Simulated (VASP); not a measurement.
# Sb (I4/mmm) in VASP: a series of runs, part 3 of 3

VASP 6.6.1. Earlier steps stand in the parts before.

### 5 Single point, BLYP+D3(BJ)

This run uses another cell than the first one, of 27.35 Å³/atom.

File INCAR:

```
SYSTEM = Sb
AGGAC = 1.0 ; AGGAX = 1.0
ALDAC = 0.0 ; ALDAX = 1.0
ALGO = Normal ; EDIFF = 1E-6
ENCUT = 520 ; GGA = B5
ISIF = 2 ; ISMEAR = -1
IVDW = 12 ; LASPH = .True.
LCHARG = .False. ; LREAL = .False.
LWAVE = .False. ; NBANDS = 8
NELM = 100 ; PREC = Accurate
SIGMA = 0.05 ; VDW_A1 = 0.4298
VDW_A2 = 4.2359 ; VDW_S6 = 1.0
VDW_S8 = 2.6996
```

File KPOINTS:

```
k-points
0
Gamma
  12 12 12
  0 0 0
```

File POSCAR:

```
Sb
1.0
   -1.5611568193      1.5611568193      2.8050271630
    1.5611568193     -1.5611568193      2.8050271630
    1.5611568193      1.5611568193     -2.8050271630
Sb
1
Direct
    0.0000000000      0.0000000000      0.0000000000
```

Potentials or basis: VASP PAW PBE potentials, release 64 (Sb).

Run with:

```bash
cat potpaw_PBE.64/Sb/POTCAR > POTCAR
mpirun -np 1 vasp_std > vasp.out
```

OUTCAR:

```text
SYSTEM = Sb
   EDIFF = 1E-6
   ENCUT = 520
   GGA = B5
   ISIF = 2
   ISMEAR = -1
   IVDW = 12
   LASPH = .True.
   LREAL = .False.
   NELM = 100
   PREC = Accurate
 IVDW          = 12

 ion  position               nearest neighbor table
   1  0.000  0.000  0.000-

  LATTYP: Found a body centered tetragonal cell.
 ALAT       =     3.1223136386
 C/A-ratio  =     1.7967619449

  Lattice vectors:

 A1 = (  -1.5611568193,   1.5611568193,   2.8050271630)
 A2 = (   1.5611568193,  -1.5611568193,   2.8050271630)
 A3 = (   1.5611568193,   1.5611568193,  -2.8050271630)

Analysis of symmetry for initial positions (statically):
=====================================================================
 Subroutine PRICEL returns:
 Original cell was already a primitive cell.

 Routine SETGRP: Setting up the symmetry group for a
 body centered tetragonal supercell.

 Subroutine GETGRP returns: Found 16 space group operations
 (whereof 16 operations were pure point group operations)
 out of a pool of 16 trial point group operations.

The static configuration has the point symmetry D_4h.

Analysis of symmetry for dynamics (positions and initial velocities):
=====================================================================
 Subroutine PRICEL returns:
 Original cell was already a primitive cell.

 Routine SETGRP: Setting up the symmetry group for a
 body centered tetragonal supercell.

 Subroutine GETGRP returns: Found 16 space group operations
 (whereof 16 operations were pure point group operations)
 out of a pool of 16 trial point group operations.

The dynamic configuration has the point symmetry D_4h.

 Subroutine INISYM returns: Found 16 space group operations
 (whereof 16 operations are pure point group operations),
 and found     1 'primitive' translations

----------------------------------------------------------------------------------------

                                     Primitive cell

  volume of cell :      27.3458

  direct lattice vectors                    reciprocal lattice vectors
    -1.561156819  1.561156819  2.805027163     0.000000000  0.320275320  0.178251393
     1.561156819 -1.561156819  2.805027163     0.320275320  0.000000000  0.178251393
     1.561156819  1.561156819 -2.805027163     0.320275320  0.320275320  0.000000000

  length of vectors
     3.569677662  3.569677662  3.569677662     0.366537638  0.366537638  0.452937701

  position of ions in fractional coordinates (direct lattice)
     0.000000000  0.000000000  0.000000000

  ion indices of the primitive-cell ions
   primitive index   ion index
                 1           1

----------------------------------------------------------------------------------------

 KPOINTS: k-points

Automatic generation of k-mesh.
 Grid dimensions read from file:
 generate k-points for:   12   12   12

 Generating k-lattice:

  Cartesian coordinates                     Fractional coordinates (reciprocal lattice)
     0.000000000  0.026689610  0.014854283     0.083333333  0.000000000 -0.000000000
     0.026689610  0.000000000  0.014854283     0.000000000  0.083333333 -0.000000000
     0.026689610  0.026689610  0.000000000     0.000000000  0.000000000  0.083333333

  Length of vectors
     0.030544803  0.030544803  0.037744808

  Shift w.r.t. Gamma in fractional coordinates (k-lattice)
     0.000000000  0.000000000  0.000000000

 Subroutine IBZKPT returns following result:
 ===========================================

 Found    163 irreducible k-points:

 Following reciprocal coordinates:
            Coordinates               Weight
  0.000000  0.000000  0.000000      1.000000
  0.083333  0.000000 -0.000000      8.000000
  0.166667  0.000000 -0.000000      8.000000
  0.250000  0.000000 -0.000000      8.000000
  0.333333  0.000000 -0.000000      8.000000
  0.416667  0.000000 -0.000000      8.000000
[... 16 lines left out ...]
  0.500000  0.166667 -0.000000     16.000000
 -0.416667  0.166667  0.000000     16.000000
 [... further k-points ...]
   k-points           NKPTS =    163   k-points in BZ     NKDIM =    163   number of bands    NBANDS=      8
   number of dos      NEDOS =    301   number of ions     NIONS =      1
   total plane-waves  NPLWV =  21952
   dimension x,y,z NGX =    28 NGY =   28 NGZ =   28
   dimension x,y,z NGXF=    56 NGYF=   56 NGZF=   56
   ions per type =               1
   NGX,Y,Z   is equivalent  to a cutoff of  13.04, 13.04, 13.04 a.u.
   NGXF,Y,Z  is equivalent  to a cutoff of  26.08, 26.08, 26.08 a.u.
 SYSTEM =  Sb
   PREC   = accura    normal or accurate (medium, high low for compatibility)
   ISTART =      0    job   : 0-new  1-cont  2-samecut
   ICHARG =      2    charge: 1-file 2-atom 10-const
   ISPIN  =      1    spin polarized calculation?
   LNONCOLLINEAR =      F non collinear calculations
   LSORBIT =      F    spin-orbit coupling
   LASPH  =      T    aspherical Exc in radial PAW
   ENCUT  =  520.0 eV  38.22 Ry    6.18 a.u.   6.64  6.64  6.64*2*pi/ulx,y,z
   NELM   =    100;   NELMIN=  2; NELMDL= -5     # of ELM steps
   EDIFF  = 0.1E-05   stopping-criterion for ELM
   LREAL  =      F    real-space projection
[... 7 lines left out ...]
   TEBEG  =    0.0;   TEEND  =   0.0 temperature during run
   PSTRESS=    0.0 pullay stress
   NELECT =       5.0000    total number of electrons
   NUPDOWN=      -1.0000    fix difference up-down
   EMIN   =  10.00;   EMAX   =-10.00  energy-range for DOS
   EFERMI =   0.00;   METHOD = LEGACY
   ISMEAR =    -1;   SIGMA  =   0.05  broadening in eV -4-tet -1-fermi 0-gaus
   EFERMI_NEDOS =   21; number of points for ismear=-14 and -15
   IALGO  =     38    algorithm
   IMIX   =      4    mixing-type and parameters
     AMIX     =   0.40;   BMIX     =  1.00
     AMIX_MAG =   1.60;   BMIX_MAG =  1.00
  volume/ion in A,a.u.               =      27.35       184.54
  Fermi-wavevector in a.u.,A,eV,Ry     =   0.929183  1.755902 11.747023  0.863382
  Thomas-Fermi vector in A             =   2.055439
   LORBIT       =      0    0 simple, 1 ext, 2 COOP (PROOUT), +10 PAW based schemes
   GGA     = B5    functional components
   LHFCALC =     F    Hartree Fock is set to
   AEXX    =    0.0000 exact exchange contribution
   IVDW    =    12    specifies the selected vdW correction
   LEPSILON=     F    determine dielectric tensor
   LRPA    =     F    only Hartree local field effects (RPA)
 non-spin polarized calculation
  energy-cutoff  :      520.00
  volume of cell :       27.35
 maximum number of plane-waves:       752
   NGX = 13   NGY = 13   NGZ = 13

 number of electron       5.0000000 magnetization

 Free energy of the ion-electron system (eV)
  ---------------------------------------------------
  ext. energy  EPLUGINS =         0.00000000
  ---------------------------------------------------
  free energy    TOTEN  =        -2.91347426 eV

  energy without entropy =       -2.90963489  energy(sigma->0) =       -2.91155457

 E-fermi :   8.8488     XC(G=0):  -9.4727

 val. band max:        8.8452382949   @ k =  -0.3333  -0.3333   0.1667
 cond. band min:       8.8534889295   @ k =   0.5000   0.5000   0.3333
 fundamental gap:      0.0082506347
 Fermi energy:         8.8487611243

 k-point     1 :       0.0000    0.0000    0.0000
  band No.  band energies     occupation
      1      -4.0452      2.00000
      2      12.7267      0.00000
      3      14.0830      0.00000
      4      14.0830      0.00000
      5      18.1677      0.00000
      6      18.6366      0.00000
      7      19.9180      0.00000
      8      19.9180      0.00000

 k-point     2 :       0.0833    0.0000   -0.0000
  band No.  band energies     occupation
      1      -3.9080      2.00000
      2      12.2798      0.00000
      3      13.0732      0.00000
      4      14.0821      0.00000
      5      18.0814      0.00000
      6      18.5174      0.00000
      7      19.1345      0.00000
      8      20.1198      0.00000
[... 221 lines left out ...]
 k-point    23 :       0.5000    0.1667   -0.0000
  band No.  band energies     occupation
      1      -0.0134      2.00000
      2       3.8815      2.00000
      3       9.4828      0.00001
      4      11.4739      0.00000
      5      15.4791      0.00000
      6      17.0086      0.00000
      7      20.9760      0.00000
      8      22.6150      0.00000

 k-point    24 :      -0.4167    0.1667    0.0000
  band No.  band energies     occupation
      1      -0.8745      2.00000
      2       5.2172      2.00000
      3       9.8863      0.00000
      4      11.7318      0.00000
      5      15.5962      0.00000
      6      17.0954      0.00000
      7      19.3823      0.00000
      8      22.8227      0.00000

 [... further k-points ...]

------------------------ aborting loop because EDIFF is reached ----------------------------------------

 Edisp (eV)   -1.21994

 E8    (eV) :    -0.9225

  FORCE on cell =-STRESS in cart. coord.  units (eV):
  Direction    XX          YY          ZZ          XY          YZ          ZX
  --------------------------------------------------------------------------------------
  -------------------------------------------------------------------------------------
  Total       0.05009     0.05009     0.02284     0.00000     0.00000    -0.00000
  in kB       2.93500     2.93500     1.33794     0.00000     0.00000    -0.00000
  external pressure =        2.40 kB  Pullay stress =        0.00 kB

 VOLUME and BASIS-vectors are now :
 -----------------------------------------------------------------------------
  energy-cutoff  :      520.00
  volume of cell :       27.35
      direct lattice vectors                 reciprocal lattice vectors
    -1.561156819  1.561156819  2.805027163     0.000000000  0.320275320  0.178251393
     1.561156819 -1.561156819  2.805027163     0.320275320  0.000000000  0.178251393
     1.561156819  1.561156819 -2.805027163     0.320275320  0.320275320  0.000000000

 POSITION                                       TOTAL-FORCE (eV/Angst)
 -----------------------------------------------------------------------------------
      0.00000      0.00000      0.00000         0.000000      0.000000      0.000000
 -----------------------------------------------------------------------------------
    total drift:                               -0.000000      0.000000      0.000000

  FREE ENERGIE OF THE ION-ELECTRON SYSTEM (eV)
  ---------------------------------------------------
  free  energy   TOTEN  =        -4.1334187255 eV

  energy  without entropy=       -4.1295793562  energy(sigma->0) =       -4.13149904
```

Run time: 59 s. Hardware: 1 thread of Intel Xeon 8259CL, shared host; peak memory 0.19 GiB.

Results:

| Property | Result |
| --- | --- |
| Free energy | -4.1334 eV |
| Pressure | 0.2 GPa |
| Band gap on the k mesh | zero (an odd number of electrons rules out a gap without spin polarisation) |
| Dispersion energy per atom | -1.220 eV |

Stress tensor (GPa, compression positive):
```
0.29 0.00 0.00
0.00 0.29 0.00
0.00 0.00 0.13
```

Levels at points of the mesh, in eV from the Fermi level:
```tsv
k point	band 1	band 2	band 3	band 4	band 5	band 6
(0.00, 0.00, 0.00)	-12.89	3.88	5.23	5.23	9.32	9.79
(0.50, 0.00, 0.00)	-9.20	-5.65	1.23	5.52	5.87	10.60
(0.50, 0.50, 0.00)	-6.62	-4.22	-1.36	0.65	3.68	4.64
(0.50, 0.50, 0.50)	-9.74	-5.61	2.40	2.40	6.35	6.82
```

Caveat: the dispersion term is far too large for a dense solid, which distorts pressure and volume; the PAW data sets were made with another functional, which shifts forces and pressure a little; spin-orbit coupling is left out, which moves the levels of the heavy elements.

### 6 The runs side by side

```tsv
level	cell	k mesh	grid for exact exchange (PRECFOCK)	share of exact exchange	gap on the mesh (eV)	pressure (GPa)
PBE0	a = 3.534 Å, angles 126.6, 126.6, 78.8°, 1 atom	6 × 6 × 6	Normal	0.25	none	-3.2
PBE0	a = 3.557 Å, angles 126.6, 126.6, 78.8°, 1 atom	6 × 6 × 6	Normal	0.25	none	-4.3
PBE0	a = 3.580 Å, angles 126.6, 126.6, 78.8°, 1 atom	6 × 6 × 6	Normal	0.25	none	-5.2
BLYP+D3(BJ)	a = 3.570 Å, angles 128.1, 128.1, 76.4°, 1 atom	12 × 12 × 12	-	-	none	0.2
```

Alike in all rows: task single point; potentials or basis VASP PAW PBE potentials, release 64 (Sb); no spin polarisation; cutoff (eV) 520; smearing fermi-dirac 0.05 eV.

Caveats: some runs use coarse meshes; the PAW data sets were made with another functional, which shifts forces and pressure a little; spin-orbit coupling is left out, which moves the levels of the heavy elements; the dispersion term is far too large for a dense solid, which distorts pressure and volume (at least some runs).

Absolute energies hang on the potentials; compare differences alone.

The gap in the log of VASP goes by the Fermi energy; the results here count the filled bands.